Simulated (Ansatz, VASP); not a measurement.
## Two plane-wave programs on Al8N

```
Al N
1.0
     2.85432    0.00000    0.00000
    -1.42716    2.47192    0.00000
     0.00000    0.00000   33.47606
Al N
8 1
Cartesian
  0.0000 1.6479 4.0000
  0.0000 0.0000 6.3458
  1.4272 0.8240 8.6916
  0.0000 0.0000 11.0374
  0.0000 1.6479 13.3643
  0.0000 0.0000 15.7222
  1.4272 0.8240 18.0804
  0.0000 0.0000 20.4761
  1.9029 -1.0986 24.1461
```

Alike in both runs: task single point; functional PBE; k mesh 9 × 9 × 1; occupations gaussian, width 0.1 eV; no spin polarisation.

|  | VASP | Ansatz |
| --- | --- | --- |
| version | VASP 6.6.1 | Ansatz 0.2.0 |
| potentials or method | VASP PAW PBE potentials, release 64 (Al, N), cutoff 520 eV | scalar-relativistic, plane waves, PAW |
| valence electrons in the cell | 29 | 29 |

|  | VASP | Ansatz | Ansatz less VASP |
| --- | --- | --- | --- |
| gap on the k mesh at the Fermi level (eV) | none | none | - |
| rms of the force components (eV/Å) | 0.106 | 0.106 | +0.0003 |
| work function, face that differs most (eV) | 7.70 | 7.69 | -0.003 |

Atom by atom the forces differ by 0.000 eV/Å (rms over components). A gap of «none» marks a metal or a gap that the smearing closes.
